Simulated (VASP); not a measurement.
# ZrZn4N (F-43m) in VASP: a series of runs, part 2 of 2

VASP 6.6.1. Earlier steps stand in the parts before.

## 3. Single point, PBE

This run uses another cell than the first one, of 20.45 Å³/atom.

The input, INCAR:

```
SYSTEM = ZrZn4N
PREC = Accurate ; ENCUT = 520
EDIFF = 1E-7 ; ISMEAR = 0
SIGMA = 0.1 ; LREAL = .False.
LASPH = .True. ; NELM = 60
ALGO = Normal ; ISIF = 2
LWAVE = .False. ; LCHARG = .False.
GGA = PE ; NBANDS = 42
```

The input, KPOINTS:

```
regular mesh
0
Gamma
  4 4 4
  0 0 0
```

The input, POSCAR:

```
ZrZn4N
1.0
    0.0000000000      3.9439732272      3.9439732272
    3.9439732272      0.0000000000      3.9439732272
    3.9439732272      3.9439732272      0.0000000000
Zr Zn N
1 4 1
Direct
    0.5000000000      0.5000000000      0.5000000000
    0.1389349916      0.1389349916      0.1389349916
    0.1389349916      0.1389349916      0.5831950252
    0.1389349916      0.5831950252      0.1389349916
    0.5831950252      0.1389349916      0.1389349916
    0.0000000000      0.0000000000      0.0000000000
```

Potentials or basis: VASP PAW PBE potentials, release 64 (Zr_sv, Zn, N).

Run with:

```console
$ cat potpaw_PBE.64/Zr_sv/POTCAR potpaw_PBE.64/Zn/POTCAR potpaw_PBE.64/N/POTCAR > POTCAR
$ mpirun -np 1 vasp_std > vasp.out
```

OUTCAR:

```text
SYSTEM = ZrZn4N
   PREC = Accurate
   ENCUT = 520
   EDIFF = 1E-7
   ISMEAR = 0
   LREAL = .False.
   LASPH = .True.
   NELM = 60
   ISIF = 2
   GGA = PE

 ion  position               nearest neighbor table
   1  0.500  0.500  0.500-   3 3.24   4 3.24   5 3.24   2 3.24   2 3.24   2 3.24   4 3.24   4 3.24
                             5 3.24   3 3.24   3 3.24   5 3.24
   2  0.139  0.139  0.139-   6 1.90   4 2.48   5 2.48   3 2.48   1 3.24   1 3.24   1 3.24
   3  0.139  0.139  0.583-   6 1.90   4 2.48   5 2.48   2 2.48   1 3.24   1 3.24   1 3.24
   4  0.139  0.583  0.139-   6 1.90   3 2.48   5 2.48   2 2.48   1 3.24   1 3.24   1 3.24
   5  0.583  0.139  0.139-   6 1.90   3 2.48   4 2.48   2 2.48   1 3.24   1 3.24   1 3.24
   6  0.000  0.000  0.000-   3 1.90   4 1.90   5 1.90   2 1.90

  LATTYP: Found a face centered cubic cell.
 ALAT       =     7.8879464544

  Lattice vectors:

 A1 = (   0.0000000000,   3.9439732272,   3.9439732272)
 A2 = (   3.9439732272,   0.0000000000,   3.9439732272)
 A3 = (   3.9439732272,   3.9439732272,   0.0000000000)

Analysis of symmetry for initial positions (statically):
=====================================================================
 Subroutine PRICEL returns:
 Original cell was already a primitive cell.

 Routine SETGRP: Setting up the symmetry group for a
 face centered cubic supercell.

 Subroutine GETGRP returns: Found 24 space group operations
 (whereof 24 operations were pure point group operations)
 out of a pool of 48 trial point group operations.

The static configuration has the point symmetry T_d .

Analysis of symmetry for dynamics (positions and initial velocities):
=====================================================================
 Subroutine PRICEL returns:
 Original cell was already a primitive cell.

 Routine SETGRP: Setting up the symmetry group for a
 face centered cubic supercell.

 Subroutine GETGRP returns: Found 24 space group operations
[... 116 lines left out ...]
  Fermi-wavevector in a.u.,A,eV,Ry     =   1.324653  2.503230 23.874204  1.754704
  Thomas-Fermi vector in A             =   2.454171
   LORBIT       =      0    0 simple, 1 ext, 2 COOP (PROOUT), +10 PAW based schemes
   GGA     = PE    functional components
   LHFCALC =     F    Hartree Fock is set to
   AEXX    =    0.0000 exact exchange contribution
   IVDW    =     0    specifies the selected vdW correction
   LEPSILON=     F    determine dielectric tensor
   LRPA    =     F    only Hartree local field effects (RPA)
 non-spin polarized calculation
 Gauss-broadening in eV      SIGMA  =   0.10
  energy-cutoff  :      520.00
  volume of cell :      122.70
 maximum number of plane-waves:      3327
 NGX is ok and might be reduce to    42
   NGX = 21   NGY = 21   NGZ = 21

 number of electron      64.9999989 magnetization

 Free energy of the ion-electron system (eV)
  ---------------------------------------------------
  ext. energy  EPLUGINS =         0.00000000
  ---------------------------------------------------
  free energy    TOTEN  =       -18.27362253 eV

  energy without entropy =      -18.25197909  energy(sigma->0) =      -18.26280081

 E-fermi :   2.6040     XC(G=0):  -9.6294

 val. band max:        2.5147712650   @ k =   0.2500   0.2500   0.0000
 cond. band min:       2.6882306368   @ k =   0.5000   0.2500   0.0000
 fundamental gap:      0.1734593717
 Fermi energy:         2.6040032031

 k-point     1 :       0.0000    0.0000    0.0000
  band No.  band energies     occupation
      1     -47.3472      2.00000
      2     -25.3142      2.00000
      3     -25.3142      2.00000
      4     -25.3142      2.00000
      5     -12.6887      2.00000
      6      -5.4870      2.00000
[... 349 lines left out ...]
     41       8.0886      0.00000
     42       8.8273      0.00000

------------------------ aborting loop because EDIFF is reached ----------------------------------------

  FORCE on cell =-STRESS in cart. coord.  units (eV):
  Direction    XX          YY          ZZ          XY          YZ          ZX
  --------------------------------------------------------------------------------------
  -------------------------------------------------------------------------------------
  Total        0.2910624      0.2910624      0.2910624      0.0000000      0.0000000      0.0000000
  in kB        3.8007104      3.8007104      3.8007104      0.0000000      0.0000000      0.0000000
  external PRESSURE =       3.8007104 kB  Pullay stress =       0.0000000 kB

 VOLUME and BASIS-vectors are now :
 -----------------------------------------------------------------------------
  energy-cutoff  :      520.00
  volume of cell :      122.70
      direct lattice vectors                 reciprocal lattice vectors
     0.000000000  3.943973227  3.943973227    -0.126775708  0.126775708  0.126775708
     3.943973227  0.000000000  3.943973227     0.126775708 -0.126775708  0.126775708
     3.943973227  3.943973227  0.000000000     0.126775708  0.126775708 -0.126775708

 POSITION                                       TOTAL-FORCE (eV/Angst)
 -----------------------------------------------------------------------------------
      3.94397      3.94397      3.94397        -0.000000     -0.000000     -0.000000
      1.09591      1.09591      1.09591         0.015877      0.015877      0.015877
      2.84806      2.84806      1.09591        -0.015877     -0.015877      0.015877
      2.84806      1.09591      2.84806        -0.015877      0.015877     -0.015877
      1.09591      2.84806      2.84806         0.015877     -0.015877     -0.015877
      0.00000      0.00000      0.00000         0.000000     -0.000000      0.000000
 -----------------------------------------------------------------------------------
    total drift:                                0.000009      0.000009      0.000010

  FREE ENERGIE OF THE ION-ELECTRON SYSTEM (eV)
  ---------------------------------------------------
  free  energy   TOTEN  =       -18.2736225258 eV

  energy  without entropy=      -18.2519790946  energy(sigma->0) =      -18.26280081
```

Run time: 33 s. Hardware: 1 thread of Intel Xeon 6975P-C (Granite Rapids), shared host; peak memory 0.26 GiB.

What came out:

| Item | Value |
| --- | --- |
| Free energy | -18.2736 eV |
| Pressure | 0.4 GPa |
| Largest force | 0.027 eV/Å |
| Band gap on the k mesh | zero (an odd number of electrons rules out a gap without spin polarisation) |

Forces on the atoms (eV/Å):
```
Zr   0.000  0.000  0.000
Zn   0.016  0.016  0.016
Zn  -0.016 -0.016  0.016
Zn  -0.016  0.016 -0.016
Zn   0.016 -0.016 -0.016
N    0.000  0.000  0.000
```

Levels at points of the mesh, in eV from the Fermi level:
```tsv
k point	band 28	band 29	band 30	band 31	band 32	band 33	band 34	band 35	band 36	band 37
(0.00, 0.00, 0.00)	-3.57	-3.57	-1.57	-1.57	-1.57	-0.54	-0.54	1.41	2.99	2.99
(0.50, 0.00, 0.00)	-3.87	-3.87	-0.91	-0.81	-0.81	0.54	0.54	0.56	0.97	0.97
(0.50, 0.50, 0.00)	-4.21	-3.33	-2.78	-0.13	-0.11	0.10	0.10	0.31	1.35	1.35
```
